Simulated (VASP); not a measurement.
# PtSe2 (P-3m1) in VASP: notebook

Runs on PtSe2. Level: PBEsol. Tasks: relaxation of cell and atoms, single point.

All numbers are computed with VASP 6.6.1; they aren't measurements. Logs are shortened: lines on timing, memory, paths and dates and some standing lists are left out, and cuts for length are marked.

## Step 1: The cell of the first run

Symmetry: P-3m1, No. 164, trigonal system. The conventional cell has a = 3.761 Å, b = 3.761 Å, c = 4.859 Å, α = 90.00°, β = 90.00°, γ = 120.00°. Pt (site symmetry -3m) has 6 Se at 2.51 Å within 3.3 Å. Se (site symmetry 3m) has 3 Pt at 2.51 Å and 3 Se at 3.18 Å within 3.3 Å.

## Step 2: Relaxation of cell and atoms, PBEsol, target pressure 12 GPa, at which the enthalpy is minimised

Contents of INCAR:

```
SYSTEM = PtSe2
PREC = Accurate
ENCUT = 600
EDIFF = 1E-6
ISMEAR = -1
SIGMA = 0.15
LREAL = .FALSE.
LASPH = .TRUE.
NELM = 80
ALGO = Normal
ISIF = 3
LWAVE = .FALSE.
LCHARG = .FALSE.
GGA = PS
IBRION = 2
NSW = 80
EDIFFG = -0.001
PSTRESS = 120.0
```

Contents of KPOINTS:

```
regular mesh
0
G
  12 12 8
  0 0 0
```

Contents of POSCAR:

```
PtSe2
1.0
    3.7607971118      0.0000000000      0.0000000000
   -1.8803985559      3.2569458373      0.0000000000
    0.0000000000      0.0000000000      4.8587327380
Pt Se
1 2
Direct
    0.0000000000      0.0000000000      0.0000000000
    0.3333333333      0.6666666667      0.2611754914
    0.6666666667      0.3333333333      0.7388245086
```

Potentials or basis: VASP PAW PBE potentials, release 64 (Pt, Se).

Run with:

```bash
> cat potpaw_PBE.64/Pt/POTCAR potpaw_PBE.64/Se/POTCAR > POTCAR
> mpirun -np 1 vasp_std > vasp.out
```

OUTCAR:

```text
SYSTEM = PtSe2
   PREC = Accurate
   ENCUT = 600
   EDIFF = 1E-6
   ISMEAR = -1
   LREAL = .FALSE.
   LASPH = .TRUE.
   NELM = 80
   ISIF = 3
   GGA = PS
   IBRION = 2
   NSW = 80
   EDIFFG = -0.001
   PSTRESS = 120.0

 ion  position               nearest neighbor table
   1  0.000  0.000  0.000-   2 2.51   3 2.51   3 2.51   2 2.51   3 2.51   2 2.51
   2  0.333  0.667  0.261-   1 2.51   1 2.51   1 2.51
   3  0.667  0.333  0.739-   1 2.51   1 2.51   1 2.51

  LATTYP: Found a hexagonal cell.
 ALAT       =     3.7607971118
 C/A-ratio  =     1.2919422648

  Lattice vectors:

 A1 = (   3.7607971118,   0.0000000000,   0.0000000000)
 A2 = (  -1.8803985559,   3.2569458373,   0.0000000000)
 A3 = (   0.0000000000,   0.0000000000,   4.8587327380)

Analysis of symmetry for initial positions (statically):
=====================================================================
 Subroutine PRICEL returns:
 Original cell was already a primitive cell.

 Routine SETGRP: Setting up the symmetry group for a
 hexagonal supercell.

 Subroutine GETGRP returns: Found 12 space group operations
 (whereof 12 operations were pure point group operations)
 out of a pool of 24 trial point group operations.

The static configuration has the point symmetry D_3d.

Analysis of symmetry for dynamics (positions and initial velocities):
=====================================================================
 Subroutine PRICEL returns:
 Original cell was already a primitive cell.

 Routine SETGRP: Setting up the symmetry group for a
 hexagonal supercell.

 Subroutine GETGRP returns: Found 12 space group operations
 (whereof 12 operations were pure point group operations)
 out of a pool of 24 trial point group operations.

The dynamic configuration has the point symmetry D_3d.

 Subroutine INISYM returns: Found 12 space group operations
 (whereof 12 operations are pure point group operations),
 and found     1 'primitive' translations

----------------------------------------------------------------------------------------

                                     Primitive cell

  volume of cell :      59.5132

  direct lattice vectors                    reciprocal lattice vectors
     3.760797112  0.000000000  0.000000000     0.265901076  0.153518058  0.000000000
    -1.880398556  3.256945837  0.000000000     0.000000000  0.307036116  0.000000000
     0.000000000  0.000000000  4.858732738     0.000000000  0.000000000  0.205814984

  length of vectors
     3.760797112  3.760797112  4.858732738     0.307036116  0.307036116  0.205814984

  position of ions in fractional coordinates (direct lattice)
     0.000000000  0.000000000  0.000000000
     0.333333333  0.666666667  0.261175491
     0.666666667  0.333333333  0.738824509

  ion indices of the primitive-cell ions
   primitive index   ion index
                 1           1
                 2           2
                 3           3

----------------------------------------------------------------------------------------

 KPOINTS: regular mesh

Automatic generation of k-mesh.
 Grid dimensions read from file:
 generate k-points for:   12   12    8

 Generating k-lattice:

  Cartesian coordinates                     Fractional coordinates (reciprocal lattice)
     0.022158423  0.012793172  0.000000000     0.083333333  0.000000000  0.000000000
     0.000000000  0.025586343  0.000000000     0.000000000  0.083333333  0.000000000
     0.000000000  0.000000000  0.025726873     0.000000000  0.000000000  0.125000000

  Length of vectors
     0.025586343  0.025586343  0.025726873

  Shift w.r.t. Gamma in fractional coordinates (k-lattice)
     0.000000000  0.000000000  0.000000000

 Subroutine IBZKPT returns following result:
 ===========================================

 Found    131 irreducible k-points:

 Following reciprocal coordinates:
            Coordinates               Weight
  0.000000  0.000000  0.000000      1.000000
  0.083333 -0.000000  0.000000      6.000000
  0.166667 -0.000000  0.000000      6.000000
  0.250000 -0.000000  0.000000      6.000000
  0.333333 -0.000000  0.000000      6.000000
  0.416667 -0.000000  0.000000      6.000000
[... 16 lines left out ...]
  0.166667 -0.000000  0.125000      6.000000
  0.000000  0.166667  0.125000      6.000000
 [... further k-points ...]
   k-points           NKPTS =    131   k-points in BZ     NKDIM =    131   number of bands    NBANDS=     15
   number of dos      NEDOS =    301   number of ions     NIONS =      3
   total plane-waves  NPLWV =  36000
   dimension x,y,z NGX =    30 NGY =   30 NGZ =   40
   dimension x,y,z NGXF=    60 NGYF=   60 NGZF=   80
   ions per type =               1   2
   NGX,Y,Z   is equivalent  to a cutoff of  13.26, 13.26, 13.69 a.u.
   NGXF,Y,Z  is equivalent  to a cutoff of  26.52, 26.52, 27.37 a.u.
 SYSTEM =  PtSe2
   PREC   = accura    normal or accurate (medium, high low for compatibility)
   ISTART =      0    job   : 0-new  1-cont  2-samecut
[... 52 lines left out ...]
  ---------------------------------------------------
  free energy    TOTEN  =       -15.93455436 eV

  energy without entropy =      -15.87473170  energy(sigma->0) =      -15.90464303

------------------------ aborting loop because EDIFF is reached ----------------------------------------

  FORCE on cell =-STRESS in cart. coord.  units (eV):
  Direction    XX          YY          ZZ          XY          YZ          ZX
  --------------------------------------------------------------------------------------
  -------------------------------------------------------------------------------------
  Total        0.0461033      0.0461033      0.0287650      0.0000000      0.0000000      0.0000000
  in kB        1.2411648      1.2411648      0.7743928      0.0000000      0.0000000      0.0000000
  external PRESSURE =    -118.9144259 kB  Pullay stress =     120.0000000 kB
[... 26 lines left out ...]
--------------------------------------- Ionic step        2  -------------------------------------------

 number of electron      22.0000000 magnetization

 E-fermi :  10.0991     XC(G=0): -12.0681

 val. band max:       10.0198107317   @ k =   0.0833  -0.0000   0.2500
 cond. band min:      10.1313656397   @ k =   0.0000   0.3333   0.2500
 fundamental gap:      0.1115549081
 Fermi energy:        10.0990645801

 k-point     1 :       0.0000    0.0000    0.0000
  band No.  band energies     occupation
      1      -8.0451      2.00000
      2      -3.3238      2.00000
      3       0.5992      2.00000
      4       1.6059      2.00000
      5       1.6059      2.00000
      6       4.6896      2.00000
      7       4.6896      2.00000
      8       6.8190      2.00000
      9       8.7145      1.99980
     10       8.7145      1.99980
     11      10.9092      0.00898
     12      11.4450      0.00025
     13      11.4450      0.00025
     14      12.5865      0.00000
[... 401 lines left out ...]
      2      -3.9127      2.00000
      3       0.9947      2.00000
      4       1.8353      2.00000
      5       2.3845      2.00000
      6       3.9920      2.00000
      7       4.5024      2.00000
      8       6.0222      2.00000
      9       7.5953      2.00000
     10       8.5034      1.99995
     11      10.2835      0.45254
     12      11.1274      0.00210
     13      11.3379      0.00052
     14      14.2151      0.00000
     15      16.1235      0.00000

 [... further k-points ...]
[... 5 lines left out ...]
  --------------------------------------------------------------------------------------
  -------------------------------------------------------------------------------------
  Total       16.6614037     16.6614037     11.4149352      0.0000000      0.0000000      0.0000000
  in kB      559.5062397    559.5062397    383.3246933      0.0000000      0.0000000      0.0000000
  external PRESSURE =     380.7790576 kB  Pullay stress =     120.0000000 kB
[... 61 lines left out ...]
  energy  without entropy=      -15.7424990510  energy(sigma->0) =      -15.77020901

  enthalpy is  TOTEN    =       -11.6476908221 eV   P V=        4.1502281540

[... ionic steps 4 to 15 ...]

--------------------------------------- Ionic step       16  -------------------------------------------

 number of electron      21.9999998 magnetization

------------------------ aborting loop because EDIFF is reached ----------------------------------------
[... 73 lines left out ...]
--------------------------------------- Ionic step       18  -------------------------------------------

 number of electron      21.9999998 magnetization

 Free energy of the ion-electron system (eV)
  ---------------------------------------------------
  ext. energy  EPLUGINS =         0.00000000
  ---------------------------------------------------
  free energy    TOTEN  =       -15.71971521 eV

  energy without entropy =      -15.66409728  energy(sigma->0) =      -15.69190624

 E-fermi :   8.1891     XC(G=0): -11.6562

 val. band max:        8.1277714196   @ k =   0.0833  -0.0000   0.2500
 cond. band min:       8.2052500005   @ k =   0.0000   0.2500   0.2500
 fundamental gap:      0.0774785808
 Fermi energy:         8.1891081357

 k-point     1 :       0.0000    0.0000    0.0000
  band No.  band energies     occupation
      1      -8.4695      2.00000
      2      -4.1538      2.00000
      3       0.3547      2.00000
      4       1.4128      2.00000
      5       1.4128      2.00000
      6       4.1540      2.00000
      7       4.1540      2.00000
      8       5.6399      2.00000
      9       7.1746      1.99769
     10       7.1746      1.99769
     11       8.8778      0.02007
     12       8.8778      0.02007
     13       9.2484      0.00171
     14      11.1284      0.00000
[... 401 lines left out ...]
      2      -4.6615      2.00000
      3       0.7011      2.00000
      4       1.5544      2.00000
      5       2.2052      2.00000
      6       3.2460      2.00000
      7       4.0174      2.00000
      8       4.8603      2.00000
      9       6.1557      2.00000
     10       6.9165      1.99959
     11       8.2578      0.77493
     12       8.8337      0.02685
     13       9.8908      0.00002
     14      12.6789      0.00000
     15      13.4926      0.00000

 [... further k-points ...]
[... 5 lines left out ...]
  --------------------------------------------------------------------------------------
  -------------------------------------------------------------------------------------
  Total        3.9322795      3.9322795      3.9293334      0.0000000     -0.0000000      0.0000000
  in kB      120.0122481    120.0122481    119.9223339      0.0000000     -0.0000000      0.0000000
  external PRESSURE =      -0.0177233 kB  Pullay stress =     120.0000000 kB
[... 22 lines left out ...]
  energy  without entropy=      -15.6640972816  energy(sigma->0) =      -15.69190624

  enthalpy is  TOTEN    =       -11.7878370400 eV   P V=        3.9318781670

 reached required accuracy - stopping structural energy minimisation
```

It took 7.3 min on 1 thread of Intel Xeon 6975P-C (Granite Rapids), shared host; peak memory 0.32 GiB.

Results:

- Free energy: -15.7197 eV
- Relaxed volume: 17.50 Å³/atom
- Relaxed cell: a = 3.696 Å, b = 3.696 Å, c = 4.438 Å, α = 90.00°, β = 90.00°, γ = 120.00°
- Space group after relaxing (to 0.05 Å): P-3m1 (No. 164)
- Energy change on relaxing (the enthalpy is what falls): +71.6 meV/atom
- Ionic steps: 18
- Pressure after relaxing: 12.0 GPa
- Band gap on the k mesh: zero (band 11 reaches 8.88 eV, above the bottom of band 12 at 8.23 eV)

The path:
```tsv
step	energy change (eV)	largest force (eV/Å)	pressure (GPa)	volume (Å³)
1	0.0000	0.0144	0.11	59.51
2	1.4917	3.5317	50.08	47.71
3	0.1366	0.8927	11.36	55.41
4	0.1482	0.9323	11.91	55.25
5	0.1541	0.6202	12.01	54.12
6	0.2760	0.1725	13.71	51.80
7	0.2322	0.0390	13.18	52.33
8	0.2385	0.0059	13.27	52.24
9	0.1571	0.2609	8.56	53.42
10	0.2066	0.0875	11.63	52.64
11	0.2095	0.0266	11.84	52.57
12	0.2122	0.0103	11.96	52.53
13	0.2124	0.0141	11.97	52.53
14	0.2146	0.0068	12.02	52.50
15	0.2155	0.0040	12.04	52.49
16	0.2133	0.0099	11.89	52.52
17	0.2149	0.0001	12.00	52.50
18	0.2148	0.0002	12.00	52.50
```

Final structure:
```
CELL_PARAMETERS angstrom
3.69595 0.00000 0.00000
-1.84797 3.20078 0.00000
0.00000 0.00000 4.43759
ATOMIC_POSITIONS crystal
Pt 0.00000 0.00000 0.00000
Se 0.33333 0.66667 0.28236
Se 0.66667 0.33333 0.71764
```

Caveat: the cell is relaxed towards a set pressure, so the enthalpy falls and the energy may rise; the PAW data sets were made with another functional, which shifts forces and pressure a little; spin-orbit coupling is left out, which moves the levels of the heavy elements.

## Step 3: Single point, PBEsol

This run uses another cell than the first one, of 19.48 Å³/atom, 0.982 times its volume.

Contents of INCAR:

```
ALGO     = Normal         # electronic algorithm
EDIFF    = 1E-6           # SCF threshold, eV
ENCUT    = 500            # plane-wave cutoff, eV
GGA      = PS             # functional
GGA_COMPAT= False        
ISIF     = 2              # what is computed and relaxed
ISMEAR   = -1             # smearing method
LASPH    = True           # aspherical terms in the spheres
LCHARG   = False          # write CHGCAR
LREAL    = False          # projectors in reciprocal space
LWAVE    = False          # write WAVECAR
NBANDS   = 18             # bands
NELM     = 120            # most SCF steps
PREC     = Accurate       # precision mode
SIGMA    = 0.15           # smearing width, eV
```

Contents of KPOINTS:

```
k-points
0
Gamma
  12 12 8
```

Contents of POSCAR:

```
PtSe2
1.0
    3.7552954962      0.0000000000      0.0000000000
   -1.8776477481      3.2521812984      0.0000000000
    0.0000000000      0.0000000000      4.7860331622
Pt Se
1 2
Direct
    0.0000000000      0.0000000000      0.0000000000
    0.3333333333      0.6666666667      0.2647869406
    0.6666666667      0.3333333333      0.7352130594
```

Potentials or basis: VASP PAW PBE potentials, release 64 (Pt, Se).

Run with:

```bash
> cat potpaw_PBE.64/Pt/POTCAR potpaw_PBE.64/Se/POTCAR > POTCAR
> mpirun -np 1 vasp_std > vasp.out
```

Run time: 39 s. Hardware: 1 thread of Intel Xeon 6975P-C (Granite Rapids), shared host; peak memory 0.27 GiB.

The run converged. Its results:

* Free energy: -15.9311 eV
* Pressure: 1.1 GPa
* Largest force: 0.016 eV/Å
* Band gap on the k mesh: zero (band 11 reaches 7.62 eV, above the bottom of band 12 at 6.75 eV)

Forces in eV/Å, atoms in the order of the input:
```
Pt   0.000  0.000  0.000
Se   0.000  0.000  0.016
Se   0.000  0.000 -0.016
```

Levels at points of the mesh, in eV from the Fermi level:
```
           k point  band 9  band 10  band 11  band 12  band 13  band 14
(0.00, 0.00, 0.00)   -0.96    -0.96     0.89     1.17     1.17     3.24
(0.50, 0.00, 0.00)   -3.31    -3.25    -2.89     0.58     2.65     5.08
(0.00, 0.00, 0.50)   -1.68    -1.68    -1.62     2.47     2.47     4.97
(0.50, 0.00, 0.50)   -3.06    -2.61    -1.05     0.70     1.57     4.85
```

Caveat: the PAW data sets were made with another functional, which shifts forces and pressure a little; spin-orbit coupling is left out, which moves the levels of the heavy elements.

## Step 4: Relaxation of cell and atoms, PBEsol, target pressure 1 GPa, at which the enthalpy is minimised

Contents of INCAR:

```
SYSTEM = PtSe2
PREC = Accurate
ENCUT = 500
EDIFF = 1E-7
ISMEAR = -1
SIGMA = 0.15
LREAL = .False.
LASPH = .True.
NELM = 120
ALGO = Normal
ISIF = 3
LWAVE = .False.
LCHARG = .False.
GGA = PS
IBRION = 2
NSW = 80
EDIFFG = -0.001
PSTRESS = 10.0
GGA_COMPAT = .False.
NELMIN = 4
```

Contents of KPOINTS:

```
Automatic mesh
0
Gamma
  12 12 8
  0 0 0
```

Contents of POSCAR:

```
PtSe2
1.0
    3.7607971118      0.0000000000      0.0000000000
   -1.8803985559      3.2569458373      0.0000000000
    0.0000000000      0.0000000000      4.8587327380
Pt Se
1 2
Direct
    0.0000000000      0.0000000000      0.0000000000
    0.3333333333      0.6666666667      0.2611754914
    0.6666666667      0.3333333333      0.7388245086
```

Run with:

```bash
> cat potpaw_PBE.64/Pt/POTCAR potpaw_PBE.64/Se/POTCAR > POTCAR
> mpirun -np 1 vasp_std > vasp.out
```

It took 3.6 min on 1 thread of Intel Xeon 6975P-C (Granite Rapids), shared host; peak memory 0.27 GiB.

It converged, with:

```yaml
Free_energy: -15.9313 eV
Relaxed_volume: 19.48 Å³/atom
Relaxed_cell: a = 3.756 Å, b = 3.756 Å, c = 4.783 Å, α = 90.00°, β = 90.00°, γ = 120.00°
Space_group_after_relaxing_to_0.05_Å: P-3m1 (No. 164)
Energy_change_on_relaxing_the_enthalpy_is_what_falls: +1.0 meV/atom
Ionic_steps: 10
Pressure_after_relaxing: 1.0 GPa
Band_gap_on_the_k_mesh: zero (band 11 reaches 7.63 eV, above the bottom of band 12 at 6.75 eV)
```

The path:
```csv
step,energy change (eV),largest force (eV/Å),pressure (GPa),volume (Å³)
1,0.0000,0.0142,0.07,59.51
2,0.0070,0.1926,2.32,58.53
3,0.0014,0.0904,1.02,59.08
4,0.0014,0.0695,1.03,58.95
5,0.0025,0.0052,1.04,58.57
6,0.0032,0.0159,1.05,58.45
7,0.0027,0.0194,0.84,58.50
8,0.0028,0.0191,0.86,58.49
9,0.0034,0.0130,1.10,58.39
10,0.0031,0.0001,1.00,58.43
```

Final structure:
```xyz
3
Lattice="3.7560 0.0000 0.0000 -1.8780 3.2528 0.0000 0.0000 0.0000 4.7826" Properties=species:S:1:pos:R:3 pbc="T T T"
Pt    3.7560    0.0000    0.0000
Se    0.0000    2.1686    1.2680
Se    1.8780    1.0843    3.5146
```

Levels at points of the mesh, in eV from the Fermi level:
| k point | band 8 | band 9 | band 10 | band 11 | band 12 | band 13 | band 14 | band 15 |
| --- | --- | --- | --- | --- | --- | --- | --- | --- |
| (0.00, 0.00, 0.00) | -2.41 | -0.96 | -0.96 | 0.90 | 1.16 | 1.16 | 3.23 | 4.19 |
| (0.50, 0.00, 0.00) | -3.71 | -3.30 | -3.24 | -2.88 | 0.57 | 2.65 | 5.09 | 6.13 |
| (0.00, 0.00, 0.50) | -2.90 | -1.68 | -1.68 | -1.62 | 2.47 | 2.47 | 4.98 | 6.56 |
| (0.50, 0.00, 0.50) | -3.33 | -3.05 | -2.60 | -1.05 | 0.69 | 1.57 | 4.86 | 5.06 |

Caveat: the cell is relaxed towards a set pressure, so the enthalpy falls and the energy may rise; the PAW data sets were made with another functional, which shifts forces and pressure a little; spin-orbit coupling is left out, which moves the levels of the heavy elements.

## Step 5: Overview

```tsv
task	cell	cutoff (eV)	gap on the mesh (eV)	pressure (GPa)
relaxation of cell and atoms	relaxed to 12 GPa from a = 3.761, b = 3.761, c = 4.859 Å, angles 90.0, 90.0, 120.0°, 3 atoms	600	none	12.0
single point	a = 3.755, b = 3.755, c = 4.786 Å, angles 90.0, 90.0, 120.0°, 3 atoms	500	none	1.1
relaxation of cell and atoms	relaxed to 1 GPa from a = 3.761, b = 3.761, c = 4.859 Å, angles 90.0, 90.0, 120.0°, 3 atoms	500	none	1.0
```

Alike in all rows: level PBEsol; potentials or basis VASP PAW PBE potentials, release 64 (Pt, Se); no spin polarisation; k mesh 12 × 12 × 8; smearing fermi-dirac 0.15 eV.

Caveats: the PAW data sets were made with another functional, which shifts forces and pressure a little; spin-orbit coupling is left out, which moves the levels of the heavy elements; the cell is relaxed towards a set pressure, so the enthalpy falls and the energy may rise (some runs).

Absolute energies hang on the potentials; compare differences alone.
